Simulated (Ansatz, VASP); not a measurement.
## Ba2CuSO2: VASP beside Ansatz

```xyz
6
Lattice="3.9952 0.0000 0.0000 0.0000 3.9952 0.0000 0.0000 0.0000 7.4001" Properties=species:S:1:pos:R:3 pbc="T T T"
Ba    1.9976    1.9976    5.6053
Ba    1.9976    1.9976    1.7948
Cu    0.0000    0.0000    3.7000
S     0.0000    0.0000    0.0000
O     0.0000    1.9976    3.7000
O     1.9976    0.0000    3.7000
```

Alike in both runs: task single point; functional PBEsol; dispersion D3(BJ); k mesh 6 × 6 × 3; occupations fermi-dirac, width 0.1 eV; no spin polarisation.

```csv
,VASP,Ansatz
version,VASP 6.6.1,Ansatz 0.2.0
potentials or method,"VASP PAW PBE potentials, release 64 (Ba_sv, Cu, S, O), cutoff 520 eV","plane waves, PAW"
valence electrons in the cell,49,57
```

```tsv
	VASP	Ansatz	Ansatz less VASP
pressure (GPa)	-5.3	-6.6	-1.30
traceless stress, the component that is largest in VASP (GPa)	0.22	0.12	-0.098
```

VASP's potentials were made for PBE, not for PBEsol. VASP's potentials hold 49 valence electrons a cell and Ansatz's 57, so a difference there can come from the potentials and not from the codes.

Neither program's run includes spin-orbit coupling.
